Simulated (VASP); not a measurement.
A run of VASP 6.6.1:

The input INCAR:

```
SYSTEM = Gd3Al
PREC = Accurate
ENCUT = 520
EDIFF = 1E-6
ISMEAR = -1
SIGMA = 0.1
LREAL = .False.
LASPH = .True.
NELM = 150
ALGO = Normal
ISIF = 2
LWAVE = .False.
LCHARG = .False.
ISPIN = 2
MAGMOM = 4.9 4.9 4.9 0
LORBIT = 11
LMAXMIX = 6
GGA = B5
ALDAX = 1.0
AGGAX = 1.0
AGGAC = 1.0
ALDAC = 0.0
IVDW = 12
VDW_S6 = 1.0
VDW_S8 = 2.6996
VDW_A1 = 0.4298
VDW_A2 = 4.2359
NBANDS = 40
```

KPOINTS

```
Automatic mesh
0
Gamma
  5 5 5
  0 0 0
```

File POSCAR:

```
Gd3Al
1.0
    4.6546530261      0.0000000000      0.0000000000
    0.0000000000      4.6546530261      0.0000000000
    0.0000000000      0.0000000000      4.6546530261
Gd Al
3 1
Direct
    0.0000000000      0.5000000000      0.5000000000
    0.5000000000      0.0000000000      0.5000000000
    0.5000000000      0.5000000000      0.0000000000
    0.0000000000      0.0000000000      0.0000000000
```

Potentials or basis: VASP PAW PBE potentials, release 64 (Gd, Al).

Command:

```sh
$ cat potpaw_PBE.64/Gd/POTCAR potpaw_PBE.64/Al/POTCAR > POTCAR
$ mpirun -np 1 vasp_std > vasp.out
```

Hardware: 1 thread of Intel Xeon 8259CL, on a shared host.

Task: Estimate the wall time of this run.

Result: Run time: 17 min on 1 thread of Intel Xeon 8259CL, with other jobs on the host, peak memory 0.3 GiB. Counts: scf iterations 61, k points 10.
